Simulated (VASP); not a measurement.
# FePt (P-6m2) in VASP: a series of runs

The runs below take FePt through single point, relaxation of cell and atoms, with PBE.

Program: VASP 6.6.1. These are calculated values, not measurements. Logs are shortened: lines on timing, memory, paths and dates and some standing lists are left out, and cuts for length are marked.

**1. The cell of the first run**

It takes space group P-6m2 (No. 187, hexagonal). The conventional cell has a = 2.702 Å, b = 2.702 Å, c = 4.340 Å, α = 90.00°, β = 90.00°, γ = 120.00°. Fe (site symmetry -6m2) has 6 Pt at 2.67 Å and 6 Fe at 2.70 Å within 3.5 Å. Pt (site symmetry -6m2) has 6 Fe at 2.67 Å and 6 Pt at 2.70 Å within 3.5 Å.

**2. Single point, PBE, collinear spin, ferromagnetic start**

Contents of INCAR:

```
SYSTEM = FePt
PREC     = Accurate       ! precision mode
ENCUT    = 600            ! plane-wave cutoff, eV
EDIFF    = 1E-6           ! SCF threshold, eV
ISMEAR   = 0              ! smearing method
SIGMA    = 0.1            ! smearing width, eV
LREAL    = .FALSE.        ! projectors in reciprocal space
LASPH    = .TRUE.         ! aspherical terms in the spheres
NELM     = 200            ! most SCF steps
ALGO     = Normal         ! electronic algorithm
ISIF     = 2              ! what is computed and relaxed
LWAVE    = .FALSE.        ! write WAVECAR
LCHARG   = .FALSE.        ! write CHGCAR
ISPIN    = 2              ! spin polarisation
MAGMOM   = 4 0            ! initial moments
LORBIT   = 11             ! projections on sites
LMAXMIX  = 4              ! l up to which the mixer works
GGA      = PE             ! functional
NBANDS   = 20             ! bands
GGA_COMPAT= .FALSE.
```

Contents of KPOINTS:

```
Automatic mesh
0
G
  6 6 4
  0 0 0
```

Contents of POSCAR:

```
FePt
1.0
    2.7015740300      0.0000000000      0.0000000000
   -1.3507870200      2.3396317400      0.0000000000
    0.0000000000      0.0000000000      4.3399491500
Fe Pt
1 1
Direct
    0.6666666700      0.3333333300      0.5000000000
    0.3333333300      0.6666666700      0.0000000000
```

Potentials or basis: VASP PAW PBE potentials, release 64 (Fe, Pt).

Run with:

```bash
> cat potpaw_PBE.64/Fe/POTCAR potpaw_PBE.64/Pt/POTCAR > POTCAR
> mpirun -np 1 vasp_std > vasp.out
```

OUTCAR:

```text
SYSTEM = FePt
   PREC = Accurate
   ENCUT = 600
   EDIFF = 1E-6
   ISMEAR = 0
   LREAL = .FALSE.
   LASPH = .TRUE.
   NELM = 200
   ISIF = 2
   ISPIN = 2
   LORBIT = 11
   GGA = PE

 ion  position               nearest neighbor table
   1  0.667  0.333  0.500-   2 2.67   2 2.67   2 2.67   2 2.67   2 2.67   2 2.67
   2  0.333  0.667  0.000-   1 2.67   1 2.67   1 2.67   1 2.67   1 2.67   1 2.67

  LATTYP: Found a hexagonal cell.
 ALAT       =     2.7015740300
 C/A-ratio  =     1.6064520542

  Lattice vectors:

 A1 = (   2.7015740300,   0.0000000000,   0.0000000000)
 A2 = (  -1.3507870200,   2.3396317400,   0.0000000000)
 A3 = (   0.0000000000,   0.0000000000,   4.3399491500)

Analysis of symmetry for initial positions (statically):
=====================================================================
 Subroutine PRICEL returns:
 Original cell was already a primitive cell.

 Routine SETGRP: Setting up the symmetry group for a
 hexagonal supercell.

 Subroutine GETGRP returns: Found 12 space group operations
 (whereof 12 operations were pure point group operations)
 out of a pool of 24 trial point group operations.

The static configuration has the point symmetry D_3h.

Analysis of symmetry for dynamics (positions and initial velocities):
=====================================================================
 Subroutine PRICEL returns:
 Original cell was already a primitive cell.

 Routine SETGRP: Setting up the symmetry group for a
 hexagonal supercell.

 Subroutine GETGRP returns: Found 12 space group operations
 (whereof 12 operations were pure point group operations)
 out of a pool of 24 trial point group operations.

The dynamic configuration has the point symmetry D_3h.

Analysis of structural, dynamic, and magnetic symmetry:
=====================================================================
 Subroutine PRICEL returns:
 Original cell was already a primitive cell.

 Routine SETGRP: Setting up the symmetry group for a
 hexagonal supercell.

 Subroutine GETGRP returns: Found 12 space group operations
 (whereof 12 operations were pure point group operations)
 out of a pool of 24 trial point group operations.

The overall configuration has the point symmetry D_3h.

 Subroutine INISYM returns: Found 12 space group operations
 (whereof 12 operations are pure point group operations),
 and found     1 'primitive' translations

----------------------------------------------------------------------------------------

                                     Primitive cell
[... 110 lines left out ...]
  Thomas-Fermi vector in A             =   2.543286
   LORBIT       =     11    0 simple, 1 ext, 2 COOP (PROOUT), +10 PAW based schemes
   GGA     = PE    functional components
   LHFCALC =     F    Hartree Fock is set to
   AEXX    =    0.0000 exact exchange contribution
   IVDW    =     0    specifies the selected vdW correction
   LEPSILON=     F    determine dielectric tensor
   LRPA    =     F    only Hartree local field effects (RPA)
 spin polarized calculation
 Gauss-broadening in eV      SIGMA  =   0.10
  energy-cutoff  :      600.00
  volume of cell :       27.43
 maximum number of plane-waves:       942
 NGX is ok and might be reduce to    24
   NGX = 11   NGY = 11   NGZ = 17

 number of electron      17.9999993 magnetization       3.0907032

 Free energy of the ion-electron system (eV)
  ---------------------------------------------------
  ext. energy  EPLUGINS =         0.00000000
  ---------------------------------------------------
  free energy    TOTEN  =       -14.62196375 eV

  energy without entropy =      -14.61350550  energy(sigma->0) =      -14.61773463

 E-fermi :   8.8501     XC(G=0): -13.0863

 val. band max:        8.8455478902   @ k =   0.1667   0.0000   0.0000
 cond. band min:       8.8569064928   @ k =   0.1667   0.1667   0.5000
 fundamental gap:      0.0113586025
 Fermi energy:         8.8500623021

 spin component 1

 k-point     1 :       0.0000    0.0000    0.0000
  band No.  band energies     occupation
      1      -1.0074      1.00000
      2       2.2060      1.00000
      3       4.8850      1.00000
      4       4.8850      1.00000
      5       5.7896      1.00000
      6       6.4172      1.00000
[... 459 lines left out ...]
      6       5.9876      1.00000
[... 12 lines left out ...]
     19      29.6583      0.00000
     20      30.5677      0.00000
 Fermi energy:         8.8500623021

 spin component 2

 k-point     1 :       0.0000    0.0000    0.0000
  band No.  band energies     occupation
      1      -0.9103      1.00000
      2       2.5028      1.00000
      3       5.0856      1.00000
      4       5.0856      1.00000
      5       7.2972      1.00000
      6       7.2972      1.00000
[... 472 lines left out ...]
     19      29.7637      0.00000
     20      30.5935      0.00000

------------------------ aborting loop because EDIFF is reached ----------------------------------------

  FORCE on cell =-STRESS in cart. coord.  units (eV):
  Direction    XX          YY          ZZ          XY          YZ          ZX
  --------------------------------------------------------------------------------------
  -------------------------------------------------------------------------------------
  Total        0.7183508      0.7183508      1.0503614     -0.0000000     -0.0000000     -0.0000000
  in kB       41.9563939     41.9563939     61.3479860     -0.0000001     -0.0000000     -0.0000000
  external PRESSURE =      48.4202579 kB  Pullay stress =       0.0000000 kB

 VOLUME and BASIS-vectors are now :
 -----------------------------------------------------------------------------
  energy-cutoff  :      600.00
  volume of cell :       27.43
      direct lattice vectors                 reciprocal lattice vectors
     2.701574030  0.000000000  0.000000000     0.370154580  0.213708847  0.000000000
    -1.350787020  2.339631740  0.000000000     0.000000000  0.427417693  0.000000000
     0.000000000  0.000000000  4.339949150     0.000000000  0.000000000  0.230417446

 POSITION                                       TOTAL-FORCE (eV/Angst)
 -----------------------------------------------------------------------------------
      1.35079      0.77988      2.16997         0.000000      0.000000      0.000000
     -0.00000      1.55975      0.00000        -0.000000      0.000000      0.000000
 -----------------------------------------------------------------------------------
    total drift:                                0.000002     -0.000001      0.000000

  FREE ENERGIE OF THE ION-ELECTRON SYSTEM (eV)
  ---------------------------------------------------
  free  energy   TOTEN  =       -14.6219637540 eV

  energy  without entropy=      -14.6135054989  energy(sigma->0) =      -14.61773463

 total charge

# of ion       s       p       d       tot
------------------------------------------
    1        0.409   0.434   6.168   7.010
    2        0.716   0.695   8.051   9.461
--------------------------------------------------
tot          1.124   1.129  14.219  16.472

 magnetization (x)

# of ion       s       p       d       tot
------------------------------------------
    1       -0.009  -0.020   2.860   2.832
    2       -0.011  -0.052   0.313   0.250
--------------------------------------------------
tot         -0.020  -0.072   3.174   3.082
```

OSZICAR:

```text
N       E                     dE             d eps       ncg     rms          rms(c)
DAV:   1     0.106471353126E+03    0.10647E+03   -0.90254E+03  1696   0.112E+03
DAV:   2    -0.114057562695E+02   -0.11788E+03   -0.10403E+03  1704   0.239E+02
DAV:   3    -0.157557817189E+02   -0.43500E+01   -0.42010E+01  1980   0.512E+01
DAV:   4    -0.158058019282E+02   -0.50020E-01   -0.49981E-01  1904   0.461E+00
DAV:   5    -0.158070728717E+02   -0.12709E-02   -0.12709E-02  2028   0.836E-01    0.167E+01
DAV:   6    -0.159071308230E+02   -0.10006E+00   -0.59364E+00  1884   0.499E+01    0.165E+01
DAV:   7    -0.149263321243E+02    0.98080E+00   -0.67180E+00  2172   0.506E+01    0.103E+01
DAV:   8    -0.146733119560E+02    0.25302E+00   -0.41499E-01  2372   0.832E+00    0.413E+00
DAV:   9    -0.146234640658E+02    0.49848E-01   -0.12094E-01  2468   0.516E+00    0.151E+00
DAV:  10    -0.146223590610E+02    0.11050E-02   -0.77335E-03  2348   0.868E-01    0.603E-01
DAV:  11    -0.146218045751E+02    0.55449E-03   -0.23555E-03  2164   0.626E-01    0.238E-01
DAV:  12    -0.146219687673E+02   -0.16419E-03   -0.22238E-04  1828   0.123E-01    0.113E-01
DAV:  13    -0.146219655074E+02    0.32599E-05   -0.38573E-05  1992   0.557E-02    0.381E-02
DAV:  14    -0.146219631244E+02    0.23831E-05   -0.86465E-06  2356   0.461E-02    0.995E-03
DAV:  15    -0.146219637540E+02   -0.62959E-06   -0.10508E-06  1416   0.953E-03
   1 F= -.14621964E+02 E0= -.14617735E+02  d E =-.845826E-02  mag=     3.0909
```

stdout:

```text
POSCAR found type information on POSCAR FePt
 POSCAR found :  2 types and       2 ions
 scaLAPACK will be used
 LDA part: xc-table for (Slater+PW92), standard interpolation
 POSCAR, INCAR and KPOINTS ok, starting setup
 FFT: planning ... GRIDC
 FFT: planning ... GRID_SOFT
 FFT: planning ... GRID
 WAVECAR not read
 entering main loop
```

Wall time 13 s (1 thread of Intel Xeon 6975P-C (Granite Rapids), shared host); peak memory 0.18 GiB.

What came out:

```
Free energy                                           : -14.6220 eV
Pressure                                              : 4.8 GPa
Net moment                                            : 3.09 μB per cell
Site moments                                          : Fe +2.83; Pt +0.25 μB
Valence electrons inside the program's atomic spheres : Fe 7.01; Pt 9.46
```

Caveat: the k points lie up to 0.45 Å⁻¹ apart; spin-orbit coupling is left out, which moves the levels of the heavy elements.

**3. Single point, PBE, collinear spin, ferromagnetic start**

This run uses another cell than the first one, of 14.07 Å³/atom.

Contents of INCAR:

```
PREC = Accurate ; ENCUT = 600
EDIFF = 1E-6 ; ISMEAR = 0
SIGMA = 0.1 ; LREAL = False
LASPH = True ; NELM = 200
ALGO = Normal ; ISIF = 2
LWAVE = False ; LCHARG = False
ISPIN = 2 ; MAGMOM = 4 0
LORBIT = 11 ; LMAXMIX = 4
GGA = PE ; NBANDS = 20
GGA_COMPAT = False
```

Contents of KPOINTS:

```
Automatic mesh
0
Gamma
  6 6 4
```

Contents of POSCAR:

```
FePt
1.0
    2.7173902878      0.0000000029      0.0000000000
   -1.3586951464      2.3533290198      0.0000000000
    0.0000000000      0.0000000000      4.4017896456
Fe Pt
1 1
Direct
    0.6666666667      0.3333333333      0.5000000000
    0.3333333333      0.6666666667      0.0000000000
```

Potentials or basis: VASP PAW PBE potentials, release 64 (Fe, Pt).

Run with:

```bash
> cat potpaw_PBE.64/Fe/POTCAR potpaw_PBE.64/Pt/POTCAR > POTCAR
> mpirun -np 1 vasp_std > vasp.out
```

Run time: 13 s. Hardware: 1 thread of Intel Xeon 6975P-C (Granite Rapids), shared host; peak memory 0.18 GiB.

Results (log left out):

| Property | Result |
| --- | --- |
| Free energy | -14.6326 eV |
| Pressure | -0.6 GPa |
| Net moment | 3.14 μB per cell |
| Site moments | Fe +2.88; Pt +0.25 μB |
| Valence electrons inside the program's atomic spheres | Fe 6.96; Pt 9.40 |

Stress tensor (GPa, compression positive):
```
-0.70  0.00  0.00
 0.00 -0.70  0.00
 0.00  0.00 -0.26
```

Levels at points of the mesh, in eV from the Fermi level:
Spin up:
```csv
k point,band 8,band 9,band 10,band 11,band 12,band 13,band 14,band 15
"(0.00, 0.00, 0.00)",-2.38,-2.38,-0.89,-0.89,-0.48,5.51,15.51,18.99
"(0.50, 0.00, 0.00)",-1.05,-0.68,0.10,1.01,3.39,8.00,8.23,11.21
"(0.00, 0.00, 0.50)",-2.81,-1.62,-1.62,-1.07,-1.07,11.80,14.71,15.36
"(0.50, 0.00, 0.50)",-1.16,-1.02,0.11,1.06,1.22,6.05,6.68,14.94
```
Spin down:
| k point | band 5 | band 6 | band 7 | band 8 | band 9 | band 10 | band 11 | band 12 |
| --- | --- | --- | --- | --- | --- | --- | --- | --- |
| (0.00, 0.00, 0.00) | -1.46 | -1.46 | -1.02 | -0.38 | 0.22 | 0.22 | 1.46 | 1.46 |
| (0.50, 0.00, 0.00) | -2.11 | -0.74 | -0.43 | 0.30 | 1.68 | 1.96 | 2.63 | 3.96 |
| (0.00, 0.00, 0.50) | -3.70 | -1.60 | -1.60 | -0.71 | 0.62 | 0.62 | 1.36 | 1.36 |
| (0.50, 0.00, 0.50) | -1.68 | -0.29 | 0.24 | 0.35 | 0.85 | 1.97 | 2.08 | 2.19 |

Caveat: the k points lie up to 0.44 Å⁻¹ apart; spin-orbit coupling is left out, which moves the levels of the heavy elements.

**4. Relaxation of cell and atoms, PBE, collinear spin, ferromagnetic start**

Contents of INCAR:

```
ALGO = Normal
EDIFF = 1E-7
EDIFFG = -0.04
ENCUT = 600
GGA = PE
GGA_COMPAT = False
IBRION = 2
ISIF = 3
ISMEAR = 0
ISPIN = 2
LASPH = True
LCHARG = False
LMAXMIX = 4
LORBIT = 11
LREAL = False
LWAVE = False
MAGMOM = 4 0
NELM = 200
NELMIN = 4
NSW = 90
PREC = Accurate
SIGMA = 0.1
```

Contents of KPOINTS:

```
k-points
0
Gamma
  6 6 4
```

Contents of POSCAR:

```
FePt
1.0
    2.7015740300      0.0000000000      0.0000000000
   -1.3507870200      2.3396317400      0.0000000000
    0.0000000000      0.0000000000      4.3399491500
Fe Pt
1 1
Direct
    0.6666666700      0.3333333300      0.5000000000
    0.3333333300      0.6666666700      0.0000000000
```

Run with:

```bash
> cat potpaw_PBE.64/Fe/POTCAR potpaw_PBE.64/Pt/POTCAR > POTCAR
> mpirun -np 1 vasp_std > vasp.out
```

Wall time 43 s (1 thread of Intel Xeon 6975P-C (Granite Rapids), shared host); peak memory 0.18 GiB.

The run converged. Its results:

```
Free energy                                           : -14.6326 eV
Relaxed volume                                        : 14.03 Å³/atom
Relaxed cell                                          : a = 2.714 Å, b = 2.714 Å, c = 4.399 Å, α = 90.00°, β = 90.00°, γ = 120.00°
Space group after relaxing (to 0.1 Å)                 : P-6m2 (No. 187)
Energy gained by relaxing                             : 5.3 meV/atom
Ionic steps                                           : 5
Pressure after relaxing                               : 0.1 GPa
Net moment                                            : 3.13 μB per cell
Site moments                                          : Fe +2.88; Pt +0.25 μB
Valence electrons inside the program's atomic spheres : Fe 6.96; Pt 9.41
```

Stress tensor (GPa, compression positive):
```
-0.01  0.00  0.00
 0.00 -0.01  0.00
 0.00  0.00  0.18
```

The path:
| step | energy change (eV) | largest force (eV/Å) | pressure (GPa) | volume (Å³) |
| --- | --- | --- | --- | --- |
| 1 | 0.0000 | 0.0000 | 4.87 | 27.43 |
| 2 | 0.0127 | 0.0000 | -6.84 | 29.12 |
| 3 | -0.0100 | 0.0000 | -0.16 | 28.09 |
| 4 | -0.0100 | 0.0000 | -0.07 | 28.08 |
| 5 | -0.0106 | 0.0000 | 0.05 | 28.07 |

Final structure:
```
CELL_PARAMETERS angstrom
2.71431 0.00000 0.00000
-1.35715 2.35066 0.00000
0.00000 0.00000 4.39923
ATOMIC_POSITIONS crystal
Fe 0.66667 0.33333 0.50000
Pt 0.33333 0.66667 0.00000
```

Levels at points of the mesh, in eV from the Fermi level:
Spin up:
```tsv
k point	band 7	band 8	band 9	band 10	band 11	band 12	band 13	band 14	band 15
(0.00, 0.00, 0.00)	-2.43	-2.38	-2.38	-0.89	-0.89	-0.49	5.52	15.52	18.99
(0.50, 0.00, 0.00)	-2.57	-1.04	-0.68	0.10	1.02	3.41	8.01	8.24	11.24
(0.00, 0.00, 0.50)	-2.81	-2.81	-1.62	-1.62	-1.06	-1.06	11.81	14.73	15.37
(0.50, 0.00, 0.50)	-1.47	-1.16	-1.01	0.11	1.07	1.23	6.08	6.71	14.95
```
Spin down:
```
           k point  band 6  band 7  band 8  band 9  band 10  band 11
(0.00, 0.00, 0.00)   -1.46   -1.03   -0.39    0.21     0.21     1.47
(0.50, 0.00, 0.00)   -0.75   -0.44    0.31    1.68     1.97     2.64
(0.00, 0.00, 0.50)   -1.60   -1.60   -0.72    0.62     0.62     1.36
(0.50, 0.00, 0.50)   -0.30    0.24    0.35    0.85     1.97     2.09
```

Caveat: the k points lie up to 0.45 Å⁻¹ apart in the final cell; spin-orbit coupling is left out, which moves the levels of the heavy elements.

(Continued in part 2 of 2.)
